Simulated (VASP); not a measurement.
# Os (P6/mmm) in VASP: a series of runs

Os is run at these levels: PBE; tasks: relaxation of cell and atoms.

All numbers are computed with VASP 6.6.1; they aren't measurements. Logs are shortened: lines on timing, memory, paths and dates and some standing lists are left out, and cuts for length are marked.

### Step 1. The cell of the first run

The structure is hexagonal, space group P6/mmm (No. 191). The conventional cell has a = 3.980 Å, b = 3.980 Å, c = 2.468 Å, α = 90.00°, β = 90.00°, γ = 120.00°. Within 3.3 Å of Os (site symmetry 6/mmm) lie 14 Os at 2.47 to 2.61 Å. Os (site symmetry -6m2) has 11 Os at 2.30 to 2.61 Å within 3.0 Å.

This isn't the form of Os at room conditions, which is hcp.

### Step 2. Relaxation of cell and atoms, PBE, target pressure 160 GPa, at which the enthalpy is minimised

File INCAR:

```
ALGO = Normal ; EDIFF = 1E-6
EDIFFG = -0.005 ; ENCUT = 600
GGA = PE ; IBRION = 2
ISIF = 3 ; ISMEAR = -1
LASPH = True ; LCHARG = False
LREAL = False ; LWAVE = False
NELM = 80 ; NSW = 60
PREC = Accurate ; PSTRESS = 1600.0
SIGMA = 0.1
```

File KPOINTS:

```
k-points
0
Gamma
  9 9 13
```

File POSCAR:

```
Os
1.0
    3.9800623096      0.0000000000      0.0000000000
   -1.9900311548      3.4468350688      0.0000000000
    0.0000000000      0.0000000000      2.4676386320
Os
3
Direct
    0.0000000000      0.0000000000      0.0000000000
    0.3333333333      0.6666666667      0.5000000000
    0.6666666667      0.3333333333      0.5000000000
```

Potentials or basis: VASP PAW PBE potentials, release 64 (Os).

On the command line:

```
cat potpaw_PBE.64/Os/POTCAR > POTCAR
mpirun -np 1 vasp_std > vasp.out
```

OUTCAR:

```text
EDIFF = 1E-6
   EDIFFG = -0.005
   ENCUT = 600
   GGA = PE
   IBRION = 2
   ISIF = 3
   ISMEAR = -1
   LASPH = True
   LREAL = False
   NELM = 80
   NSW = 60
   PREC = Accurate
   PSTRESS = 1600.0

 ion  position               nearest neighbor table
   1  0.000  0.000  0.000-   2 2.61   3 2.61   2 2.61   3 2.61   3 2.61   3 2.61   2 2.61   2 2.61
                             3 2.61   3 2.61   2 2.61   2 2.61
   2  0.333  0.667  0.500-   3 2.30   3 2.30   3 2.30   1 2.61   1 2.61   1 2.61   1 2.61   1 2.61
                             1 2.61   3 3.37   3 3.37   3 3.37   3 3.37   3 3.37   3 3.37
   3  0.667  0.333  0.500-   2 2.30   2 2.30   2 2.30   1 2.61   1 2.61   1 2.61   1 2.61   1 2.61
                             1 2.61   2 3.37   2 3.37   2 3.37   2 3.37   2 3.37   2 3.37

  LATTYP: Found a hexagonal cell.
 ALAT       =     3.9800623096
 C/A-ratio  =     0.6200000000

  Lattice vectors:

 A1 = (   3.9800623096,   0.0000000000,   0.0000000000)
 A2 = (  -1.9900311548,   3.4468350688,   0.0000000000)
 A3 = (   0.0000000000,   0.0000000000,   2.4676386320)

Analysis of symmetry for initial positions (statically):
=====================================================================
 Subroutine PRICEL returns:
 Original cell was already a primitive cell.

 Routine SETGRP: Setting up the symmetry group for a
 hexagonal supercell.

 Subroutine GETGRP returns: Found 24 space group operations
 (whereof 24 operations were pure point group operations)
 out of a pool of 24 trial point group operations.

The static configuration has the point symmetry D_6h.

Analysis of symmetry for dynamics (positions and initial velocities):
=====================================================================
 Subroutine PRICEL returns:
 Original cell was already a primitive cell.

 Routine SETGRP: Setting up the symmetry group for a
 hexagonal supercell.

 Subroutine GETGRP returns: Found 24 space group operations
 (whereof 24 operations were pure point group operations)
 out of a pool of 24 trial point group operations.

The dynamic configuration has the point symmetry D_6h.

 Subroutine INISYM returns: Found 24 space group operations
 (whereof 24 operations are pure point group operations),
 and found     1 'primitive' translations

----------------------------------------------------------------------------------------

                                     Primitive cell

  volume of cell :      33.8526

  direct lattice vectors                    reciprocal lattice vectors
     3.980062310  0.000000000  0.000000000     0.251252348  0.145060611  0.000000000
    -1.990031155  3.446835069  0.000000000     0.000000000  0.290121221  0.000000000
[... 93 lines left out ...]
   ISIF   =      3    stress and relaxation
   ISYM   =      2    0-nonsym 1-usesym 2-fastsym
   POTIM  = 0.5000    time-step for ionic-motion
   TEBEG  =    0.0;   TEEND  =   0.0 temperature during run
   PSTRESS= 1600.0 pullay stress
   NELECT =      24.0000    total number of electrons
   NUPDOWN=      -1.0000    fix difference up-down
   EMIN   =  10.00;   EMAX   =-10.00  energy-range for DOS
   EFERMI =   0.00;   METHOD = LEGACY
   ISMEAR =    -1;   SIGMA  =   0.10  broadening in eV -4-tet -1-fermi 0-gaus
   EFERMI_NEDOS =   21; number of points for ismear=-14 and -15
   IALGO  =     38    algorithm
   IMIX   =      4    mixing-type and parameters
     AMIX     =   0.40;   BMIX     =  1.00
     AMIX_MAG =   1.60;   BMIX_MAG =  1.00
  volume/ion in A,a.u.               =      11.28        76.15
  Fermi-wavevector in a.u.,A,eV,Ry     =   1.459759  2.758545 28.992619  2.130897
  Thomas-Fermi vector in A             =   2.576289
   LORBIT       =      0    0 simple, 1 ext, 2 COOP (PROOUT), +10 PAW based schemes
   GGA     = PE    functional components
   LHFCALC =     F    Hartree Fock is set to
   AEXX    =    0.0000 exact exchange contribution
   IVDW    =     0    specifies the selected vdW correction
   LEPSILON=     F    determine dielectric tensor
   LRPA    =     F    only Hartree local field effects (RPA)
 conjugate gradient relaxation of ions
 non-spin polarized calculation
  energy-cutoff  :      600.00
  volume of cell :       33.85
 maximum number of plane-waves:      1146
 NGX is ok and might be reduce to    32
   NGX = 15   NGY = 15   NGZ =  9

--------------------------------------- Ionic step        1  -------------------------------------------

 number of electron      24.0000001 magnetization

 Free energy of the ion-electron system (eV)
  ---------------------------------------------------
  ext. energy  EPLUGINS =         0.00000000
  ---------------------------------------------------
  free energy    TOTEN  =       -28.16936510 eV

  energy without entropy =      -28.11471659  energy(sigma->0) =      -28.14204084

------------------------ aborting loop because EDIFF is reached ----------------------------------------

  FORCE on cell =-STRESS in cart. coord.  units (eV):
  Direction    XX          YY          ZZ          XY          YZ          ZX
  --------------------------------------------------------------------------------------
  -------------------------------------------------------------------------------------
  Total       39.3079780     39.3079780     38.9022787      0.0000000     -0.0000000      0.0000000
  in kB     1860.3701045   1860.3701045   1841.1691453      0.0000000     -0.0000000      0.0000000
  external PRESSURE =     253.9697848 kB  Pullay stress =    1600.0000000 kB
[... 26 lines left out ...]
--------------------------------------- Ionic step        2  -------------------------------------------

 number of electron      23.9999999 magnetization

 E-fermi :   9.1887     XC(G=0): -13.8455

 val. band max:        9.1841896688   @ k =   0.3333  -0.0000   0.1538
 cond. band min:       9.2099249623   @ k =   0.2222   0.1111   0.2308
 fundamental gap:      0.0257352935
 Fermi energy:         9.1886817800

 k-point     1 :       0.0000    0.0000    0.0000
  band No.  band energies     occupation
      1      -1.6552      2.00000
      2       2.1651      2.00000
      3       4.6376      2.00000
      4       4.9815      2.00000
      5       4.9815      2.00000
      6       5.0313      2.00000
[... 719 lines left out ...]
--------------------------------------- Ionic step        9  -------------------------------------------

 number of electron      24.0000002 magnetization

 Free energy of the ion-electron system (eV)
  ---------------------------------------------------
  ext. energy  EPLUGINS =         0.00000000
  ---------------------------------------------------
  free energy    TOTEN  =       -29.02520565 eV

  energy without entropy =      -28.96986759  energy(sigma->0) =      -28.99753662

 E-fermi :  12.9811     XC(G=0): -15.1648

 val. band max:       12.9692901625   @ k =   0.2222  -0.0000   0.0000
 cond. band min:      12.9850268825   @ k =   0.3333   0.2222   0.1538
 fundamental gap:      0.0157367200
 Fermi energy:        12.9810888035

 k-point     1 :       0.0000    0.0000    0.0000
  band No.  band energies     occupation
      1      -0.0561      2.00000
      2       3.3828      2.00000
      3       7.0377      2.00000
      4       7.5355      2.00000
      5       7.5355      2.00000
      6       7.5472      2.00000
[... 481 lines left out ...]
  energy  without entropy=      -28.9698675864  energy(sigma->0) =      -28.99753662

  enthalpy is  TOTEN    =         5.5753759488 eV   P V=       34.6005815964

 reached required accuracy - stopping structural energy minimisation
```

CONTCAR:

```text
Os
   1.00000000000000
     4.0113137064247288    0.0000000000000000   -0.0000000000000000
    -2.0056568532123644    3.4738995723761925    0.0000000000000000
     0.0000000000000000   -0.0000000000000000    2.4863949320592047
  Os
     3
Direct
     0.0000000000000000    0.0000000000000000    0.0000000000000000
     0.3333333332999970    0.6666666667000030    0.5000000000000000
     0.6666666667000030    0.3333333332999970    0.5000000000000000

  0.00000000E+00  0.00000000E+00  0.00000000E+00
  0.00000000E+00  0.00000000E+00  0.00000000E+00
  0.00000000E+00  0.00000000E+00  0.00000000E+00
```

Wall time 2.5 min (1 thread of Oxide Virtual Turin-like, shared host); peak memory 0.16 GiB.

What came out:

| Item | Value |
| --- | --- |
| Free energy | -29.0252 eV |
| Relaxed volume | 11.55 Å³/atom |
| Relaxed cell | a = 4.011 Å, b = 4.011 Å, c = 2.486 Å, α = 90.00°, β = 90.00°, γ = 120.00° |
| Space group after relaxing (to 0.1 Å) | P6/mmm (No. 191) |
| Energy change on relaxing (the run minimises the enthalpy) | -285.3 meV/atom |
| Ionic steps | 9 |
| Pressure after relaxing | 160.1 GPa |
| Band gap on the k mesh | zero (bands 12 and 13 overlap by 3.64 eV) |

The path:
```tsv
step	energy change (eV)	largest force (eV/Å)	pressure (GPa)	volume (Å³)
1	0.0000	0.0000	185.40	33.85
2	-4.5439	0.0000	5.07	43.39
3	-0.9659	0.0000	156.70	34.76
4	-0.8594	0.0000	159.92	34.65
5	-0.8434	0.0000	160.43	34.64
6	-0.8479	0.0000	160.32	34.64
7	-0.8447	0.0000	160.39	34.64
8	-0.8694	0.0000	159.62	34.66
9	-0.8558	0.0000	160.06	34.65
```

Final structure:
```
CELL_PARAMETERS angstrom
4.01131 0.00000 0.00000
-2.00566 3.47390 0.00000
0.00000 0.00000 2.48639
ATOMIC_POSITIONS crystal
Os 0.00000 0.00000 0.00000
Os 0.33333 0.66667 0.50000
Os 0.66667 0.33333 0.50000
```

Levels at points of the mesh, in eV from the Fermi level:
| k point | band 8 | band 9 | band 10 | band 11 | band 12 | band 13 | band 14 | band 15 | band 16 |
| --- | --- | --- | --- | --- | --- | --- | --- | --- | --- |
| (0.00, 0.00, 0.00) | -4.73 | -3.39 | -3.39 | -2.09 | -2.09 | -2.05 | -2.05 | 3.50 | 3.50 |

Caveat: the cell is relaxed towards a set pressure, so the run minimises the enthalpy, not the energy; spin-orbit coupling is left out, which moves the levels of the heavy elements.

### Step 3. Relaxation of cell and atoms, PBE, target pressure 160 GPa, at which the enthalpy is minimised

This run uses another cell than the first one, of 11.49 Å³/atom.

File INCAR:

```
SYSTEM = Os
  ALGO = Normal
  EDIFF = 1E-6
  EDIFFG = -0.005
  ENCUT = 600
  GGA = PE
  IBRION = 2
  ISIF = 3
  ISMEAR = -1
  LASPH = .True.
  LCHARG = .False.
  LREAL = .False.
  LWAVE = .False.
  NELM = 60
  NSW = 32
  PREC = Accurate
  PSTRESS = 1600.0
  SIGMA = 0.1
```

File KPOINTS:

```
k-points
0
Gamma
  9 9 13
  0 0 0
```

File POSCAR:

```
Os
1.0
    4.0062680808      0.0000000000      0.0000000000
   -2.0031340404      3.4695299324      0.0000000000
    0.0000000000      0.0000000000      2.4807967506
Os
3
Direct
    0.0000000000      0.0000000000      0.0000000000
    0.3333333333      0.6666666667      0.5000000000
    0.6666666667      0.3333333333      0.5000000000
```

Potentials or basis: VASP PAW PBE potentials, release 64 (Os).

On the command line:

```
cat potpaw_PBE.64/Os/POTCAR > POTCAR
mpirun -np 1 vasp_std > vasp.out
```

Run time: 2.2 min. Hardware: 1 thread of Oxide Virtual Turin-like, shared host; peak memory 0.16 GiB.

The run converged. Its results:

* Free energy: -29.0269 eV
* Relaxed volume: 11.55 Å³/atom
* Relaxed cell: a = 4.011 Å, b = 4.011 Å, c = 2.486 Å, α = 90.00°, β = 90.00°, γ = 120.00°
* Space group after relaxing (to 0.1 Å): P6/mmm (No. 191)
* Energy change on relaxing (the run minimises the enthalpy): -56.3 meV/atom
* Ionic steps: 9
* Pressure after relaxing: 160.0 GPa
* Band gap on the k mesh: zero (bands 12 and 13 overlap by 3.64 eV)

Step by step:
```tsv
step	energy change (eV)	largest force (eV/Å)	pressure (GPa)	volume (Å³)
1	0.0000	0.0000	165.05	34.48
2	-1.5959	0.0000	114.97	36.32
3	-0.1737	0.0000	159.84	34.65
4	-0.1696	0.0000	159.93	34.65
5	-0.1663	0.0000	160.04	34.65
6	-0.1648	0.0000	160.20	34.65
7	-0.1660	0.0000	160.11	34.65
8	-0.1924	0.0000	159.29	34.67
9	-0.1688	0.0000	160.04	34.65
```

Final structure:
```xyz
3
Lattice="4.0114 0.0000 0.0000 -2.0057 3.4740 0.0000 0.0000 0.0000 2.4864" Properties=species:S:1:pos:R:3 pbc="T T T"
Os    0.0000    0.0000    0.0000
Os    0.0000    2.3160    1.2432
Os    2.0057    1.1580    1.2432
```

Levels at points of the mesh, in eV from the Fermi level:
| k point | band 10 | band 11 | band 12 | band 13 | band 14 | band 15 |
| --- | --- | --- | --- | --- | --- | --- |
| (0.00, 0.00, 0.00) | -3.39 | -2.09 | -2.09 | -2.05 | -2.05 | 3.50 |

Caveat: the cell is relaxed towards a set pressure, so the run minimises the enthalpy, not the energy; spin-orbit coupling is left out, which moves the levels of the heavy elements.
